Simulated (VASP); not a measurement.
# Sb (P1) in VASP: relaxation of cell and atoms with PBE

Aim: the relaxation of cell and atoms of Sb with PBE.

Program: VASP 6.6.1. These are calculated values, not measurements. Logs are shortened: lines on timing, memory, paths and dates and some standing lists are left out, and cuts for length are marked.

### 1 The cell of the first run

The typed cell holds 4 atoms: a = 3.101 Å, b = 6.351 Å, c = 6.040 Å, α = 87.29°, β = 90.10°, γ = 90.91°.

### 2 Relaxation of cell and atoms, PBE

Contents of INCAR:

```
SYSTEM = Sb
  PREC = Accurate
  ENCUT = 600
  EDIFF = 1E-7
  ISMEAR = 0
  SIGMA = 0.2
  LREAL = .FALSE.
  LASPH = .TRUE.
  NELM = 100
  ALGO = Normal
  ISIF = 3
  LWAVE = .FALSE.
  LCHARG = .FALSE.
  GGA = PE
  IBRION = 2
  NSW = 80
  EDIFFG = -0.025
```

Contents of KPOINTS:

```
Automatic mesh
0
G
  8 4 4
  0 0 0
```

Contents of POSCAR:

```
Sb
1.0
    2.1942079870      2.1909842221      0.0249697587
   -0.1386560316      0.0680584696     -6.3487530626
   -4.2728243696      4.2663519020     -0.1461855491
Sb
4
Direct
    0.0297308270     -0.0373180325     -0.0173094045
    0.0287151670      0.4840082131      0.0050555185
    0.9423962789      1.0122834363      0.5210232635
    0.9991577271      0.5410263831      0.4912306225
```

Potentials or basis: VASP PAW PBE potentials, release 64 (Sb).

Run with:

```console
> cat potpaw_PBE.64/Sb/POTCAR > POTCAR
> mpirun -np 1 vasp_std > vasp.out
```

OUTCAR:

```text
SYSTEM = Sb
   PREC = Accurate
   ENCUT = 600
   EDIFF = 1E-7
   ISMEAR = 0
   LREAL = .FALSE.
   LASPH = .TRUE.
   NELM = 100
   ISIF = 3
   GGA = PE
   IBRION = 2
   NSW = 80
   EDIFFG = -0.025

 ion  position               nearest neighbor table
   1  0.030  0.963  0.983-   3 2.80   2 3.04   3 3.29   2 3.32
   2  0.029  0.484  0.005-   4 2.98   1 3.04   4 3.11   1 3.32
   3  0.942  0.012  0.521-   1 2.80   4 3.01   1 3.29   4 3.36
   4  0.999  0.541  0.491-   2 2.98   3 3.01   2 3.11   3 3.36

  LATTYP: Found a triclinic cell.
 ALAT       =     6.3506316930
 B/A-ratio  =     0.9510676773
 C/A-ratio  =     0.4882822168
 COS(alpha) =     0.0016875304
 COS(beta)  =     0.0159273403
 COS(gamma) =     0.0472119177

  Lattice vectors:

 A1 = (   0.1386560316,  -0.0680584696,   6.3487530626)
 A2 = (   4.2728243696,  -4.2663519020,   0.1461855491)
 A3 = (   2.1942079870,   2.1909842221,   0.0249697587)

Analysis of symmetry for initial positions (statically):
=====================================================================
 Subroutine PRICEL returns:
 Original cell was already a primitive cell.

 Routine SETGRP: Setting up the symmetry group for a
 triclinic supercell.

 Subroutine GETGRP returns: Found  1 space group operations
 (whereof  1 operations were pure point group operations)
 out of a pool of  2 trial point group operations.

The static configuration has the point symmetry C_1 .

Analysis of symmetry for dynamics (positions and initial velocities):
=====================================================================
 Subroutine PRICEL returns:
 Original cell was already a primitive cell.

 Routine SETGRP: Setting up the symmetry group for a
 triclinic supercell.

 Subroutine GETGRP returns: Found  1 space group operations
 (whereof  1 operations were pure point group operations)
 out of a pool of  2 trial point group operations.

The dynamic configuration has the point symmetry C_1 .

 Subroutine INISYM returns: Found  1 space group operations
 (whereof  1 operations are pure point group operations),
 and found     1 'primitive' translations

----------------------------------------------------------------------------------------

                                     Primitive cell

  volume of cell :     118.7937

  direct lattice vectors                    reciprocal lattice vectors
     2.194207987  2.190984222  0.024969759     0.227925169  0.228184204 -0.002531730
    -0.138656032  0.068058470 -6.348753063     0.003592953 -0.001802033 -0.157609033
    -4.272824370  4.266351902 -0.146185549    -0.117108244  0.117237083  0.003814409

  length of vectors
     3.100900521  6.350631693  6.039880534     0.322528019  0.157660280  0.165751091

  position of ions in fractional coordinates (direct lattice)
     0.029730827  0.962681967  0.982690596
     0.028715167  0.484008213  0.005055519
     0.942396279  0.012283436  0.521023263
     0.999157727  0.541026383  0.491230622

  ion indices of the primitive-cell ions
   primitive index   ion index
                 1           1
                 2           2
                 3           3
                 4           4

----------------------------------------------------------------------------------------

 KPOINTS: Automatic mesh

Automatic generation of k-mesh.
 Grid dimensions read from file:
 generate k-points for:    8    4    4

 Generating k-lattice:

  Cartesian coordinates                     Fractional coordinates (reciprocal lattice)
     0.028490646  0.028523026 -0.000316466     0.125000000  0.000000000 -0.000000000
     0.000898238 -0.000450508 -0.039402258    -0.000000000  0.250000000  0.000000000
    -0.029277061  0.029309271  0.000953602    -0.000000000  0.000000000  0.250000000

  Length of vectors
     0.040316002  0.039415070  0.041437773

  Shift w.r.t. Gamma in fractional coordinates (k-lattice)
     0.000000000  0.000000000  0.000000000

 Subroutine IBZKPT returns following result:
 ===========================================

 Found     68 irreducible k-points:

 Following reciprocal coordinates:
            Coordinates               Weight
  0.000000  0.000000  0.000000      1.000000
  0.125000  0.000000 -0.000000      2.000000
  0.250000  0.000000 -0.000000      2.000000
  0.375000 -0.000000 -0.000000      2.000000
  0.500000  0.000000 -0.000000      1.000000
  0.000000  0.250000 -0.000000      2.000000
[... 16 lines left out ...]
  0.500000 -0.000000  0.250000      2.000000
 -0.375000  0.000000  0.250000      2.000000
 [... further k-points ...]
   k-points           NKPTS =     68   k-points in BZ     NKDIM =     68   number of bands    NBANDS=     14
   number of dos      NEDOS =    301   number of ions     NIONS =      4
   total plane-waves  NPLWV =  72576
   dimension x,y,z NGX =    28 NGY =   54 NGZ =   48
   dimension x,y,z NGXF=    56 NGYF=  108 NGZF=   96
   ions per type =               4
   NGX,Y,Z   is equivalent  to a cutoff of  15.01, 14.14, 13.21 a.u.
   NGXF,Y,Z  is equivalent  to a cutoff of  30.02, 28.27, 26.42 a.u.
 SYSTEM =  Sb
   PREC   = accura    normal or accurate (medium, high low for compatibility)
   ISTART =      0    job   : 0-new  1-cont  2-samecut
   ICHARG =      2    charge: 1-file 2-atom 10-const
   ISPIN  =      1    spin polarized calculation?
   LNONCOLLINEAR =      F non collinear calculations
   LSORBIT =      F    spin-orbit coupling
   LASPH  =      T    aspherical Exc in radial PAW
   ENCUT  =  600.0 eV  44.10 Ry    6.64 a.u.   6.19 12.68 12.06*2*pi/ulx,y,z
   NELM   =    100;   NELMIN=  2; NELMDL= -5     # of ELM steps
   EDIFF  = 0.1E-06   stopping-criterion for ELM
   LREAL  =      F    real-space projection
   EDIFFG = -.3E-01   stopping-criterion for IOM
   NSW    =     80    number of steps for IOM
   IBRION =      2    ionic relax: 0-MD 1-quasi-New 2-CG
   NFREE  =      1    steps in history (QN), initial steepest desc. (CG)
   ISIF   =      3    stress and relaxation
   ISYM   =      2    0-nonsym 1-usesym 2-fastsym
   POTIM  = 0.5000    time-step for ionic-motion
   TEBEG  =    0.0;   TEEND  =   0.0 temperature during run
   PSTRESS=    0.0 pullay stress
   NELECT =      20.0000    total number of electrons
   NUPDOWN=      -1.0000    fix difference up-down
   EMIN   =  10.00;   EMAX   =-10.00  energy-range for DOS
   EFERMI =   0.00;   METHOD = LEGACY
   ISMEAR =     0;   SIGMA  =   0.20  broadening in eV -4-tet -1-fermi 0-gaus
   EFERMI_NEDOS =   21; number of points for ismear=-14 and -15
   IALGO  =     38    algorithm
   IMIX   =      4    mixing-type and parameters
     AMIX     =   0.40;   BMIX     =  1.00
     AMIX_MAG =   1.60;   BMIX_MAG =  1.00
  volume/ion in A,a.u.               =      29.70       200.41
  Fermi-wavevector in a.u.,A,eV,Ry     =   0.903969  1.708255 11.118146  0.817161
  Thomas-Fermi vector in A             =   2.027359
   LORBIT       =      0    0 simple, 1 ext, 2 COOP (PROOUT), +10 PAW based schemes
   GGA     = PE    functional components
   LHFCALC =     F    Hartree Fock is set to
   AEXX    =    0.0000 exact exchange contribution
   IVDW    =     0    specifies the selected vdW correction
   LEPSILON=     F    determine dielectric tensor
   LRPA    =     F    only Hartree local field effects (RPA)
 conjugate gradient relaxation of ions
 non-spin polarized calculation
 Gauss-broadening in eV      SIGMA  =   0.20
  energy-cutoff  :      600.00
  volume of cell :      118.79
 maximum number of plane-waves:      3987
 NGX is ok and might be reduce to    28
   NGX = 13   NGY = 25   NGZ = 25

--------------------------------------- Ionic step        1  -------------------------------------------

 number of electron      20.0000000 magnetization

 Free energy of the ion-electron system (eV)
  ---------------------------------------------------
  ext. energy  EPLUGINS =         0.00000000
  ---------------------------------------------------
  free energy    TOTEN  =       -16.18077880 eV

  energy without entropy =      -16.13777036  energy(sigma->0) =      -16.15927458

------------------------ aborting loop because EDIFF is reached ----------------------------------------

  FORCE on cell =-STRESS in cart. coord.  units (eV):
  Direction    XX          YY          ZZ          XY          YZ          ZX
  --------------------------------------------------------------------------------------
  -------------------------------------------------------------------------------------
  Total        2.8755378      2.8472725     -0.3504854     -1.4071273     -0.1270875     -0.2424058
  in kB       38.7825522     38.4013370     -4.7270184    -18.9780115     -1.7140371     -3.2693411
  external PRESSURE =      24.1522903 kB  Pullay stress =       0.0000000 kB
[... 95 lines left out ...]
  FREE ENERGIE OF THE ION-ELECTRON SYSTEM (eV)
  ---------------------------------------------------
  free  energy   TOTEN  =       -16.2701315268 eV

  energy  without entropy=      -16.2251372035  energy(sigma->0) =      -16.24763437

[... ionic steps 4 to 33 ...]

--------------------------------------- Ionic step       34  -------------------------------------------

 number of electron      20.0000000 magnetization

------------------------ aborting loop because EDIFF is reached ----------------------------------------
[... 71 lines left out ...]
--------------------------------------- Ionic step       36  -------------------------------------------

 number of electron      20.0000000 magnetization

 Free energy of the ion-electron system (eV)
  ---------------------------------------------------
  ext. energy  EPLUGINS =         0.00000000
  ---------------------------------------------------
  free energy    TOTEN  =       -16.33543599 eV

  energy without entropy =      -16.27835449  energy(sigma->0) =      -16.30689524

 E-fermi :   6.9324     XC(G=0):  -9.5739

 val. band max:        6.9305195823   @ k =   0.1250   0.5000   0.2500
 cond. band min:       6.9361698650   @ k =   0.3750   0.5000   0.2500
 fundamental gap:      0.0056502827
 Fermi energy:         6.9324035130

 k-point     1 :       0.0000    0.0000    0.0000
  band No.  band energies     occupation
      1      -5.3151      2.00000
      2      -2.9470      2.00000
      3      -2.9355      2.00000
      4      -0.4267      2.00000
      5       1.4850      2.00000
      6       1.4883      2.00000
      7       3.4685      2.00000
      8       3.5266      2.00000
      9       9.1979      0.00000
     10      10.1947      0.00000
     11      10.2154      0.00000
     12      10.2293      0.00000
     13      12.1729      0.00000
     14      12.1810      0.00000
[... 377 lines left out ...]
      1      -3.3010      2.00000
      2      -1.6922      2.00000
      3      -0.8552      2.00000
      4       0.8432      2.00000
      5       2.8011      2.00000
      6       3.2763      2.00000
      7       4.0473      2.00000
      8       4.3855      2.00000
      9       4.6041      2.00000
     10       4.8799      2.00000
     11       5.9490      2.00000
     12       6.6130      1.97608
     13       9.6958      0.00000
     14      10.2843      0.00000

 [... further k-points ...]
[... 5 lines left out ...]
  --------------------------------------------------------------------------------------
  -------------------------------------------------------------------------------------
  Total       -0.0004239     -0.0076195     -0.0511938     -0.0093277     -0.0012650      0.0026276
  in kB       -0.0056214     -0.1010381     -0.6788533     -0.1236895     -0.0167744      0.0348438
  external PRESSURE =      -0.2618376 kB  Pullay stress =       0.0000000 kB
[... 19 lines left out ...]
  FREE ENERGIE OF THE ION-ELECTRON SYSTEM (eV)
  ---------------------------------------------------
  free  energy   TOTEN  =       -16.3354359905 eV

  energy  without entropy=      -16.2783544925  energy(sigma->0) =      -16.30689524

 reached required accuracy - stopping structural energy minimisation
```

Run time: 16 min. Hardware: 1 thread of AMD EPYC 9R45 (Zen 5), shared host; peak memory 0.31 GiB.

What came out:

* Free energy: -16.3354 eV
* Relaxed volume: 30.21 Å³/atom
* Relaxed cell: a = 3.114 Å, b = 6.232 Å, c = 6.226 Å, α = 89.71°, β = 90.04°, γ = 89.82°
* Space group after relaxing (to 0.1 Å): Pm-3m (No. 221)
* Energy gained by relaxing: 38.7 meV/atom
* Ionic steps: 36
* Pressure after relaxing: 0.0 GPa
* Largest force after relaxing: 0.018 eV/Å
* Band gap on the k mesh: zero (bands 10 and 11 overlap by 5.19 eV)

Forces on the atoms (eV/Å):
```
Sb  -0.003 -0.003 -0.012
Sb  -0.013 -0.002 -0.005
Sb   0.004  0.008  0.016
Sb   0.012 -0.003  0.001
```

Step by step:
```
step  energy change (eV)  largest force (eV/Å)  pressure (GPa)  volume (Å³)
   1              0.0000                0.6127            2.42       118.79
   2             -0.0713                0.1622           -1.71       126.56
   3             -0.0894                0.1589           -0.56       123.96
   4             -0.0992                0.2089           -0.03       122.54
   5             -0.1001                0.2298            0.20       121.98
   6             -0.1090                0.1974            0.16       121.76
   7             -0.1271                0.1214            0.11       121.06
   8             -0.1257                0.1006            0.40       119.53
   9             -0.1330                0.0770            0.17       120.39
  10             -0.1345                0.0699           -0.36       121.53
  11             -0.1357                0.0701           -0.15       121.07
  12             -0.1390                0.0639            0.08       120.60
  13             -0.1407                0.0632            0.40       119.96
  14             -0.1421                0.0589            0.31       120.15
  15             -0.1446                0.0488            0.03       120.73
  16             -0.1449                0.0452           -0.10       121.01
  17             -0.1454                0.0449           -0.06       120.93
  18             -0.1464                0.0441            0.05       120.69
  19             -0.1470                0.0427            0.28       120.23
  20             -0.1471                0.0423            0.27       120.24
  21             -0.1477                0.0408            0.26       120.27
  22             -0.1486                0.0373            0.23       120.34
  23             -0.1500                0.0408            0.19       120.48
  24             -0.1501                0.0581            0.13       120.74
  25             -0.1505                0.0499            0.15       120.62
  26             -0.1514                0.0471            0.04       120.84
  27             -0.1517                0.0427           -0.15       121.23
  28             -0.1517                0.0438           -0.10       121.13
  29             -0.1520                0.0444           -0.05       121.00
  30             -0.1524                0.0452            0.07       120.74
  31             -0.1523                0.0447            0.30       120.22
  32             -0.1525                0.0453            0.16       120.54
  33             -0.1527                0.0435            0.15       120.56
  34             -0.1532                0.0382            0.12       120.60
  35             -0.1540                0.0287            0.06       120.67
  36             -0.1547                0.0184           -0.03       120.82
```

Final structure:
```yaml
crystal:
  lattice:
    - [2.20293, 2.20138, -0.00583]
    - [-0.00762, 0.01904, -6.23159]
    - [-4.40375, 4.40082, -0.01274]
  atoms:
    - { symbol: Sb, position: [0.00266, 0.99691, 0.99935] }
    - { symbol: Sb, position: [0.00681, 0.49761, 0.99889] }
    - { symbol: Sb, position: [0.99458, 0.00381, 0.49976] }
    - { symbol: Sb, position: [0.99595, 0.50168, 0.50200] }
```

Levels at points of the mesh, in eV from the Fermi level:
```csv
k point,band 7,band 8,band 9,band 10,band 11,band 12,band 13,band 14
"(0.00, 0.00, 0.00)",-3.46,-3.41,2.27,3.26,3.28,3.30,5.24,5.25
"(0.50, 0.00, 0.00)",-3.44,-3.43,-3.41,-1.58,-1.55,-1.51,2.27,2.27
"(0.00, 0.50, 0.00)",-1.92,-1.90,0.23,0.26,4.08,4.09,4.10,4.11
"(0.50, 0.50, 0.00)",-2.67,-2.66,-2.66,-2.65,0.23,0.26,2.40,2.43
"(0.00, 0.00, 0.50)",-1.93,-1.87,0.21,0.28,4.06,4.08,4.10,4.12
"(0.50, 0.00, 0.50)",-2.69,-2.66,-2.66,-2.62,0.22,0.29,2.38,2.46
"(0.00, 0.50, 0.50)",-1.26,-1.23,-0.90,-0.88,-0.83,-0.82,4.88,4.90
"(0.50, 0.50, 0.50)",-3.84,-3.81,0.60,0.67,0.70,0.73,1.48,1.51
```

Caveat: the highest band is partly filled, so the run has too few bands; spin-orbit coupling is left out, which moves the levels of the heavy elements.
